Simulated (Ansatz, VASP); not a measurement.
**Au in VASP and in Ansatz**

POSCAR

```
Au
1.0
    0.0000000000      2.0571330000      2.0571330000
    2.0571330000      0.0000000000      2.0571330000
    2.0571330000      2.0571330000      0.0000000000
Au
1
Direct
    0.0000000000      0.0000000000      0.0000000000
```

Contents of INCAR.step1:

```
SYSTEM = Au
  ALGO = Normal
  EDIFF = 1E-5
  ENCUT = 550
  GGA = PE
  GGA_COMPAT = .False.
  ISMEAR = -1
  LASPH = .True.
  LCHARG = .False.
  LREAL = .False.
  LWAVE = .True.
  NBANDS = 12
  NELM = 120
  PREC = Accurate
  SIGMA = 0.1
```

The input INCAR.step2:

```
SYSTEM = Au
  ALGO = Normal
  EDIFF = 1E-6
  ENCUT = 550
  GGA_COMPAT = .False.
  ISIF = 2
  ISMEAR = -1
  ISTART = 1
  LASPH = .True.
  LCHARG = .False.
  LMIXTAU = .True.
  LREAL = .False.
  LWAVE = .False.
  METAGGA = R2SCAN
  NBANDS = 12
  NELM = 120
  PREC = Accurate
  SIGMA = 0.1
```

Contents of KPOINTS:

```
k-points
0
Gamma
  7 7 7
  0 0 0
```

Input for Ansatz:

```yaml
crystal:
  lattice:
    - [0.0, 2.057133, 2.057133]
    - [2.057133, 0.0, 2.057133]
    - [2.057133, 2.057133, 0.0]
  atoms:
    - { symbol: Au, position: [0.0, 0.0, 0.0] }
  symmetry: { tolerance: 0.0003 }
kpoints:
  mp_grid: { grid: [7, 7, 7], shift: [0, 0, 0] }
magnetization:
  spin_polarized: false
scf:
  occupations: { method: fermi_dirac }
hamiltonian:
  pseudopotentials: { kind: paw }
  xc: r2scan
basis:
  ecutwfc: 500
output:
  forces: true
  stress: true
  eigenvalues: true
```

Alike in both runs: task single point; functional r2SCAN; k mesh 7 × 7 × 7; no spin polarisation.

|  | VASP | Ansatz |
| --- | --- | --- |
| version | VASP 6.6.1 | Ansatz 0.2.0 |
| potentials or method | VASP PAW PBE potentials, release 64 (Au), cutoff 550 eV | PAW plane waves |
| occupations | fermi-dirac, width 0.1 eV | fermi-dirac |
| valence electrons in the cell | 11 | 19 |

VASP gave:

```
gap on the k mesh at the Fermi level (eV) : none
pressure (GPa)                            : 1.1
```

Question: Estimate Ansatz's values.

Answer: gap on the k mesh at the Fermi level (eV): none; pressure (GPa): 0.8.

VASP's potentials were made for PBE, not for r2SCAN. A gap of «none» marks a metal or a gap that the smearing closes. VASP's potentials hold 11 valence electrons a cell and Ansatz's 19, so a difference there can come from the potentials and not from the codes.

The k mesh is coarse, so the values compare programs but aren't converged. Spin-orbit coupling is off throughout.
